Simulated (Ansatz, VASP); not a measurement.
## Two plane-wave programs on InAs

```xyz
2
Lattice="0.0000 2.8414 2.8414 2.8414 0.0000 2.8414 2.8414 2.8414 0.0000" Properties=species:S:1:pos:R:3 pbc="T T T"
In    0.0000    0.0000    0.0000
As    2.8414    2.8414    2.8414
```

Alike in both runs: task single point; functional HSE06; k mesh 4 × 4 × 4; occupations fermi-dirac, width 0.02 eV; no spin polarisation.

|  | VASP | Ansatz |
| --- | --- | --- |
| version | VASP 6.6.1 | Ansatz 0.2.0 |
| potentials or method | VASP PAW PBE potentials, release 64 (In_d, As) | plane waves |
| plane-wave cutoff (eV) | 520 | 420 |
| valence electrons in the cell | 18 | 28 |

```csv
,VASP,Ansatz,Ansatz less VASP
pressure (GPa),0.4,0.6,+0.14
```

With one functional, cell and mesh, what is left measures potentials, basis and numerics. VASP's potentials hold 18 valence electrons a cell and Ansatz's 28, so a difference there can come from the potentials and not from the codes. Ansatz's warnings: filled band counts differ across k points, stress exchange threshold loose, stress scf threshold loose.

The k mesh is coarse, so the values compare programs but aren't converged.
